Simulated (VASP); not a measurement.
# B (P6_3/mmc) in VASP: further runs, part 2 of 3

VASP 6.6.1.

## Step 3: Single point, LDA

This run uses another cell than the first one, of 8.64 Å³/atom, 0.893 times its volume.

Contents of INCAR:

```
PREC = Accurate
ENCUT = 520
EDIFF = 1E-6
ISMEAR = -1
SIGMA = 0.1
LREAL = F
LASPH = T
NELM = 100
ALGO = Normal
ISIF = 2
LWAVE = F
LCHARG = T
LELF = T
LVHAR = T
NBANDS = 14
```

Contents of KPOINTS:

```
regular mesh
0
Gamma
  28 28 3
```

Contents of POSCAR:

```
B
1.0
    1.6962230524      0.0000000000      0.0000000000
   -0.8481115262      1.4689722538      0.0000000000
    0.0000000000      0.0000000000     13.8723875565
B
4
Direct
    0.0000000000      1.0000000000      0.0000000000
    0.0000000000      0.0000000000      0.5000000000
    0.3333333333      0.6666666667      0.2500000000
    0.6666666667      0.3333333333      0.7500000000
```

Potentials or basis: VASP PAW LDA potentials, release 64 (B).

The run is started by

```
$ cat potpaw_LDA.64/B/POTCAR > POTCAR
$ mpirun -np 1 vasp_std > vasp.out
```

OUTCAR:

```text
PREC = Accurate
   ENCUT = 520
   EDIFF = 1E-6
   ISMEAR = -1
   LREAL = F
   LASPH = T
   NELM = 100
   ISIF = 2

 ion  position               nearest neighbor table
   1  0.000  0.000  0.000-
   2  0.000  0.000  0.500-
   3  0.333  0.667  0.250-
   4  0.667  0.333  0.750-

  LATTYP: Found a hexagonal cell.
 ALAT       =     1.6962230524
 C/A-ratio  =     8.1783981988

  Lattice vectors:

 A1 = (   1.6962230524,   0.0000000000,   0.0000000000)
 A2 = (  -0.8481115262,   1.4689722538,   0.0000000000)
 A3 = (   0.0000000000,   0.0000000000,  13.8723875565)

Analysis of symmetry for initial positions (statically):
=====================================================================
 Subroutine PRICEL returns:
 Original cell was already a primitive cell.

 Routine SETGRP: Setting up the symmetry group for a
 hexagonal supercell.

 Subroutine GETGRP returns: Found 24 space group operations
 (whereof 12 operations were pure point group operations)
 out of a pool of 24 trial point group operations.

The static configuration has the point symmetry D_3d.
 The point group associated with its full space group is D_6h.

Analysis of symmetry for dynamics (positions and initial velocities):
=====================================================================
 Subroutine PRICEL returns:
 Original cell was already a primitive cell.

 Routine SETGRP: Setting up the symmetry group for a
 hexagonal supercell.

 Subroutine GETGRP returns: Found 24 space group operations
 (whereof 12 operations were pure point group operations)
 out of a pool of 24 trial point group operations.

The dynamic configuration has the point symmetry D_3d.
 The point group associated with its full space group is D_6h.

 Subroutine INISYM returns: Found 24 space group operations
 (whereof 12 operations are pure point group operations),
 and found     1 'primitive' translations

----------------------------------------------------------------------------------------

                                     Primitive cell

  volume of cell :      34.5659

  direct lattice vectors                    reciprocal lattice vectors
     1.696223052  0.000000000  0.000000000     0.589545106  0.340374026  0.000000000
    -0.848111526  1.468972254  0.000000000     0.000000000  0.680748052  0.000000000
     0.000000000  0.000000000 13.872387556     0.000000000  0.000000000  0.072085645

  length of vectors
     1.696223052  1.696223052 13.872387556     0.680748052  0.680748052  0.072085645

  position of ions in fractional coordinates (direct lattice)
     0.000000000  0.000000000  0.000000000
     0.000000000  0.000000000  0.500000000
     0.333333333  0.666666667  0.250000000
     0.666666667  0.333333333  0.750000000

  ion indices of the primitive-cell ions
   primitive index   ion index
                 1           1
                 2           2
                 3           3
                 4           4

----------------------------------------------------------------------------------------
[... 51 lines left out ...]
 [... further k-points ...]
   k-points           NKPTS =    160   k-points in BZ     NKDIM =    160   number of bands    NBANDS=     14
   number of dos      NEDOS =    301   number of ions     NIONS =      4
   total plane-waves  NPLWV =  21168
   dimension x,y,z NGX =    14 NGY =   14 NGZ =  108
   dimension x,y,z NGXF=    28 NGYF=   28 NGZF=  216
   ions per type =               4
   NGX,Y,Z   is equivalent  to a cutoff of  13.72, 13.72, 12.94 a.u.
   NGXF,Y,Z  is equivalent  to a cutoff of  27.44, 27.44, 25.89 a.u.
 SYSTEM =  unknown system
   PREC   = accura    normal or accurate (medium, high low for compatibility)
   ISTART =      0    job   : 0-new  1-cont  2-samecut
   ICHARG =      2    charge: 1-file 2-atom 10-const
   ISPIN  =      1    spin polarized calculation?
   LNONCOLLINEAR =      F non collinear calculations
   LSORBIT =      F    spin-orbit coupling
   LASPH  =      T    aspherical Exc in radial PAW
   ENCUT  =  520.0 eV  38.22 Ry    6.18 a.u.   3.15  3.15 25.79*2*pi/ulx,y,z
   NELM   =    100;   NELMIN=  2; NELMDL= -5     # of ELM steps
   EDIFF  = 0.1E-05   stopping-criterion for ELM
   LREAL  =      F    real-space projection
   EDIFFG = 0.1E-04   stopping-criterion for IOM
   NSW    =      0    number of steps for IOM
   IBRION =     -1    ionic relax: 0-MD 1-quasi-New 2-CG
   NFREE  =      0    steps in history (QN), initial steepest desc. (CG)
   ISIF   =      2    stress and relaxation
   ISYM   =      2    0-nonsym 1-usesym 2-fastsym
   POTIM  = 0.5000    time-step for ionic-motion
   TEBEG  =    0.0;   TEEND  =   0.0 temperature during run
   PSTRESS=    0.0 pullay stress
   NELECT =      12.0000    total number of electrons
   NUPDOWN=      -1.0000    fix difference up-down
   EMIN   =  10.00;   EMAX   =-10.00  energy-range for DOS
   EFERMI =   0.00;   METHOD = LEGACY
   ISMEAR =    -1;   SIGMA  =   0.10  broadening in eV -4-tet -1-fermi 0-gaus
   EFERMI_NEDOS =   21; number of points for ismear=-14 and -15
   IALGO  =     38    algorithm
   IMIX   =      4    mixing-type and parameters
     AMIX     =   0.40;   BMIX     =  1.00
     AMIX_MAG =   1.60;   BMIX_MAG =  1.00
  volume/ion in A,a.u.               =       8.64        58.32
  Fermi-wavevector in a.u.,A,eV,Ry     =   1.150587  2.174293 18.012067  1.323850
  Thomas-Fermi vector in A             =   2.287250
   LORBIT       =      0    0 simple, 1 ext, 2 COOP (PROOUT), +10 PAW based schemes
   GGA     = CA    functional components
   LHFCALC =     F    Hartree Fock is set to
   AEXX    =    0.0000 exact exchange contribution
   IVDW    =     0    specifies the selected vdW correction
   LEPSILON=     F    determine dielectric tensor
   LRPA    =     F    only Hartree local field effects (RPA)
 non-spin polarized calculation
  energy-cutoff  :      520.00
  volume of cell :       34.57
 maximum number of plane-waves:       961
 NGX is ok and might be reduce to    14
   NGX =  7   NGY =  7   NGZ = 51

 number of electron      12.0000000 magnetization

 Free energy of the ion-electron system (eV)
  ---------------------------------------------------
  ext. energy  EPLUGINS =         0.00000000
  ---------------------------------------------------
  free energy    TOTEN  =       -27.01719027 eV

  energy without entropy =      -26.98678649  energy(sigma->0) =      -27.00198838

 E-fermi :   5.9176     XC(G=0): -10.6293

 val. band max:        5.7951631341   @ k =   0.2500   0.1071   0.0000
 cond. band min:       5.9210071909   @ k =   0.2143   0.2143   0.0000
 fundamental gap:      0.1258440569
 Fermi energy:         5.9176278638

 k-point     1 :       0.0000    0.0000    0.0000
  band No.  band energies     occupation
      1     -11.3933      2.00000
      2     -11.1728      2.00000
      3     -11.1727      2.00000
      4     -10.9223      2.00000
      5      -3.1602      2.00000
      6      -2.0753      2.00000
      7      -2.0753      2.00000
      8      -0.7051      2.00000
      9       8.2571      0.00000
     10      11.2597      0.00000
     11      11.2597      0.00000
     12      15.7739      0.00000
     13      21.2591      0.00000
     14      27.4842      0.00000
[... 377 lines left out ...]
      1      -6.3143      2.00000
      2      -6.1866      2.00000
      3      -6.1866      2.00000
      4      -6.0506      2.00000
      5       4.5216      2.00000
      6       5.4571      1.98021
      7       5.4571      1.98020
      8       6.7266      0.00061
      9      11.7390      0.00000
     10      12.6226      0.00000
     11      12.6244      0.00000
     12      13.0531      0.00000
     13      17.5882      0.00000
     14      19.2995      0.00000

 [... further k-points ...]

------------------------ aborting loop because EDIFF is reached ----------------------------------------

  FORCE on cell =-STRESS in cart. coord.  units (eV):
  Direction    XX          YY          ZZ          XY          YZ          ZX
  --------------------------------------------------------------------------------------
  -------------------------------------------------------------------------------------
  Total       -0.1971991     -0.1971991     -0.0178598      0.0000000      0.0000000      0.0000000
  in kB       -9.1404536     -9.1404536     -0.8278269      0.0000000      0.0000000      0.0000000
  external PRESSURE =      -6.3695780 kB  Pullay stress =       0.0000000 kB

 VOLUME and BASIS-vectors are now :
 -----------------------------------------------------------------------------
  energy-cutoff  :      520.00
  volume of cell :       34.57
      direct lattice vectors                 reciprocal lattice vectors
     1.696223052  0.000000000  0.000000000     0.589545106  0.340374026  0.000000000
    -0.848111526  1.468972254  0.000000000     0.000000000  0.680748052  0.000000000
     0.000000000  0.000000000 13.872387556     0.000000000  0.000000000  0.072085645

 POSITION                                       TOTAL-FORCE (eV/Angst)
 -----------------------------------------------------------------------------------
      0.00000      0.00000      0.00000         0.000000      0.000000      0.000000
      0.00000      0.00000      6.93619         0.000000      0.000000      0.000000
     -0.00000      0.97931      3.46810        -0.000000      0.000000     -0.000000
      0.84811      0.48966     10.40429         0.000000     -0.000000     -0.000000
 -----------------------------------------------------------------------------------
    total drift:                               -0.000000      0.000000      0.000000

  FREE ENERGIE OF THE ION-ELECTRON SYSTEM (eV)
  ---------------------------------------------------
  free  energy   TOTEN  =       -27.0171902687 eV

  energy  without entropy=      -26.9867864856  energy(sigma->0) =      -27.00198838
```

Run time: 39 s. Hardware: 1 thread of AMD EPYC 9R45 (Zen 5), shared host; peak memory 0.14 GiB.

Results:

* Free energy: -27.0172 eV
* Pressure: -0.6 GPa
* Band gap on the k mesh: zero (band 6 reaches 9.15 eV, above the bottom of band 7 at -2.08 eV)

Stress tensor (GPa, compression positive):
```
-0.91  0.00  0.00
 0.00 -0.91  0.00
 0.00  0.00 -0.08
```

## Step 4: Relaxation of cell and atoms, LDA

This run uses another cell than the first one, of 6.55 Å³/atom, 0.677 times its volume.

Contents of INCAR:

```
SYSTEM = B
  ALGO = Normal
  EDIFF = 1E-6
  EDIFFG = -0.01
  ENCUT = 600
  GGA = CA
  IBRION = 2
  ISIF = 3
  ISMEAR = -1
  LASPH = .TRUE.
  LCHARG = .FALSE.
  LREAL = .FALSE.
  LWAVE = .FALSE.
  NELM = 100
  NSW = 80
  PREC = Accurate
  SIGMA = 0.1
```

Contents of KPOINTS:

```
k-points
0
G
  17 17 5
  0 0 0
```

Contents of POSCAR:

```
B
1.0
    2.1005919712      0.0000000000      0.0000000000
   -1.0502959856      1.8191660100      0.0000000000
    0.0000000000      0.0000000000      6.8605333778
B
4
Direct
    0.0000000000      0.0000000000      0.0000000000
    0.0000000000      0.0000000000      0.5000000000
    0.3333333333      0.6666666667      0.2500000000
    0.6666666667      0.3333333333      0.7500000000
```

Potentials or basis: VASP PAW LDA potentials, release 64 (B).

The run is started by

```
$ cat potpaw_LDA.64/B/POTCAR > POTCAR
$ mpirun -np 1 vasp_std > vasp.out
```

OUTCAR:

```text
SYSTEM = B
   EDIFF = 1E-6
   EDIFFG = -0.01
   ENCUT = 600
   GGA = CA
   IBRION = 2
   ISIF = 3
   ISMEAR = -1
   LASPH = .TRUE.
   LREAL = .FALSE.
   NELM = 100
   NSW = 80
   PREC = Accurate

 ion  position               nearest neighbor table
   1  0.000  0.000  0.000-   3 2.10   4 2.10   3 2.10   4 2.10   4 2.10   3 2.10
   2  0.000  0.000  0.500-   3 2.10   4 2.10   3 2.10   4 2.10   4 2.10   3 2.10
   3  0.333  0.667  0.250-   1 2.10   2 2.10   1 2.10   2 2.10   1 2.10   2 2.10
   4  0.667  0.333  0.750-   1 2.10   2 2.10   1 2.10   2 2.10   1 2.10   2 2.10

  LATTYP: Found a hexagonal cell.
 ALAT       =     2.1005919712
 C/A-ratio  =     3.2659999999

  Lattice vectors:

 A1 = (   2.1005919712,   0.0000000000,   0.0000000000)
 A2 = (  -1.0502959856,   1.8191660100,   0.0000000000)
 A3 = (   0.0000000000,   0.0000000000,   6.8605333778)

Analysis of symmetry for initial positions (statically):
=====================================================================
 Subroutine PRICEL returns:
 Original cell was already a primitive cell.

 Routine SETGRP: Setting up the symmetry group for a
 hexagonal supercell.

 Subroutine GETGRP returns: Found 24 space group operations
 (whereof 12 operations were pure point group operations)
 out of a pool of 24 trial point group operations.

The static configuration has the point symmetry D_3d.
 The point group associated with its full space group is D_6h.

Analysis of symmetry for dynamics (positions and initial velocities):
=====================================================================
 Subroutine PRICEL returns:
[... 288 lines left out ...]
      5      -2.1162      2.00000
      6       1.3432      2.00000
      7       1.3440      2.00000
      8       5.4315      2.00000
      9      16.1233      0.00000
     10      22.6571      0.00000
[... 287 lines left out ...]
 k-point    24 :       0.1765    0.1765    0.0000
  band No.  band energies     occupation
      1      -4.6047      2.00000
      2      -3.8851      2.00000
      3      -3.8841      2.00000
      4      -2.8869      2.00000
      5       5.0568      2.00000
      6       7.9962      2.00000
      7       7.9968      2.00000
      8      12.2320      0.00000
      9      19.5387      0.00000
     10      23.2691      0.00000

 [... further k-points ...]

[... ionic steps 4 to 25 ...]

--------------------------------------- Ionic step       26  -------------------------------------------

 number of electron      12.0000000 magnetization

------------------------ aborting loop because EDIFF is reached ----------------------------------------
[... 71 lines left out ...]
--------------------------------------- Ionic step       28  -------------------------------------------

 number of electron      12.0000000 magnetization

 Free energy of the ion-electron system (eV)
  ---------------------------------------------------
  ext. energy  EPLUGINS =         0.00000000
  ---------------------------------------------------
  free energy    TOTEN  =       -26.70313345 eV

  energy without entropy =      -26.66925575  energy(sigma->0) =      -26.68619460

 E-fermi :   7.2360     XC(G=0): -11.4515

 val. band max:        7.2292139923   @ k =   0.3529   0.2353   0.0000
 cond. band min:       7.2713675819   @ k =   0.3529   0.0588   0.0000
 fundamental gap:      0.0421535896
 Fermi energy:         7.2359746180

 k-point     1 :       0.0000    0.0000    0.0000
  band No.  band energies     occupation
      1     -10.2589      2.00000
      2      -9.7413      2.00000
      3      -9.7412      2.00000
      4      -9.0487      2.00000
      5      -2.5202      2.00000
      6      -0.5017      2.00000
      7      -0.4935      2.00000
      8       2.1440      2.00000
      9      11.3485      0.00000
     10      15.9690      0.00000
[... 330 lines left out ...]
  FREE ENERGIE OF THE ION-ELECTRON SYSTEM (eV)
  ---------------------------------------------------
  free  energy   TOTEN  =       -26.7031334548 eV

  energy  without entropy=      -26.6692557533  energy(sigma->0) =      -26.68619460

 reached required accuracy - stopping structural energy minimisation
```

OSZICAR:

```text
N       E                     dE             d eps       ncg     rms          rms(c)
DAV:   1     0.162931392834E+02    0.16293E+02   -0.66141E+03  1988   0.125E+03
DAV:   2    -0.224056983998E+02   -0.38699E+02   -0.36276E+02  2568   0.178E+02
DAV:   3    -0.238028878871E+02   -0.13972E+01   -0.13002E+01  3118   0.286E+01
[... 207 lines left out ...]
       N       E                     dE             d eps       ncg     rms          rms(c)
DAV:   1    -0.267032651062E+02   -0.29845E-03   -0.40321E-03  1988   0.664E-01    0.446E-02
DAV:   2    -0.267031635652E+02    0.10154E-03   -0.10003E-04  2142   0.810E-02    0.218E-02
DAV:   3    -0.267031336491E+02    0.29916E-04   -0.62586E-05  2102   0.563E-02    0.306E-03
DAV:   4    -0.267031334548E+02    0.19424E-06   -0.10436E-06  1648   0.848E-03
  28 F= -.26703133E+02 E0= -.26686195E+02  d E =-.368701E-03
```

CONTCAR:

```text
B
   1.00000000000000
     1.6977195564091268    0.0000000000000009    0.0000000000000000
    -0.8488597782045634    1.4702682643360214    0.0000000000000000
    -0.0000000000000000    0.0000000000000000   12.0251157472600596
  B
     4
Direct
     0.0000000000000000    0.0000000000000000    0.0000000000000000
     0.0000000000000000    0.0000000000000000    0.5000000000000000
     0.3333333332999970    0.6666666667000030    0.2500000000000000
     0.6666666667000030    0.3333333332999970    0.7500000000000000

  0.00000000E+00  0.00000000E+00  0.00000000E+00
  0.00000000E+00  0.00000000E+00  0.00000000E+00
  0.00000000E+00  0.00000000E+00  0.00000000E+00
  0.00000000E+00  0.00000000E+00  0.00000000E+00
```

Wall time 3.5 min (1 thread of AMD EPYC 9R45 (Zen 5), shared host); peak memory 0.12 GiB.

What came out:

| Item | Value |
| --- | --- |
| Free energy | -26.7031 eV |
| Relaxed volume | 7.50 Å³/atom |
| Relaxed cell | a = 1.698 Å, b = 1.698 Å, c = 12.025 Å, α = 90.00°, β = 90.00°, γ = 120.00° |
| Space group after relaxing (to 0.05 Å) | P6_3/mmc (No. 194) |
| Energy gained by relaxing | 725.3 meV/atom |
| Ionic steps | 28 |
| Pressure after relaxing | 0.0 GPa |
| Band gap on the k mesh | zero (band 6 reaches 10.02 eV, above the bottom of band 7 at -0.49 eV) |

The path:
| step | energy change (eV) | largest force (eV/Å) | pressure (GPa) | volume (Å³) |
| --- | --- | --- | --- | --- |
| 1 | 0.0000 | 0.0000 | -28.50 | 26.22 |
| 2 | -0.2957 | 0.0000 | 13.43 | 22.03 |
| 3 | -0.3306 | 0.0000 | 0.93 | 22.95 |
| 4 | -0.3557 | 0.0000 | 1.34 | 22.94 |
| 5 | -0.4735 | 0.0000 | 2.71 | 22.89 |
| 6 | -0.7695 | 0.0000 | 11.01 | 22.65 |
| 7 | -0.9353 | 0.0000 | 50.65 | 21.69 |
| 8 | -0.9365 | 0.0000 | 50.73 | 21.69 |
| 9 | -0.9399 | 0.0000 | 50.99 | 21.70 |
| 10 | -0.9465 | 0.0000 | 51.48 | 21.72 |
| 11 | -0.9604 | 0.0000 | 52.39 | 21.77 |
| 12 | -1.0008 | 0.0000 | 54.24 | 21.84 |
| 13 | -1.1365 | 0.0000 | 58.75 | 21.96 |
| 14 | -1.3552 | 0.0000 | 78.63 | 22.06 |
| 15 | -1.2793 | 0.0000 | 89.68 | 22.06 |
| 16 | -1.3378 | 0.0000 | 83.04 | 22.06 |
| 17 | -1.4068 | 0.0000 | 86.59 | 22.40 |
| 18 | -1.4085 | 0.0000 | 88.15 | 22.54 |
| 19 | -1.5559 | 0.0000 | 82.16 | 22.86 |
| 20 | -1.9444 | 0.0000 | 65.56 | 23.82 |
| 21 | -2.5016 | 0.0000 | 38.14 | 25.82 |
| 22 | -2.8997 | 0.0000 | 0.69 | 30.13 |
| 23 | -2.8992 | 0.0000 | 1.77 | 29.96 |
| 24 | -2.9000 | 0.0000 | 1.57 | 29.94 |
| 25 | -2.9010 | 0.0000 | 0.96 | 29.88 |
| 26 | -2.9010 | 0.0000 | 0.92 | 29.88 |
| 27 | -2.9012 | 0.0000 | 0.61 | 29.92 |
| 28 | -2.9014 | 0.0000 | -0.04 | 30.02 |

Final structure:
```
B
1.0
     1.69772    0.00000    0.00000
    -0.84886    1.47027    0.00000
     0.00000    0.00000   12.02512
B
4
Direct
  0.00000 0.00000 0.00000
  0.00000 0.00000 0.50000
  0.33333 0.66667 0.25000
  0.66667 0.33333 0.75000
```

[end of part 2 of 3]
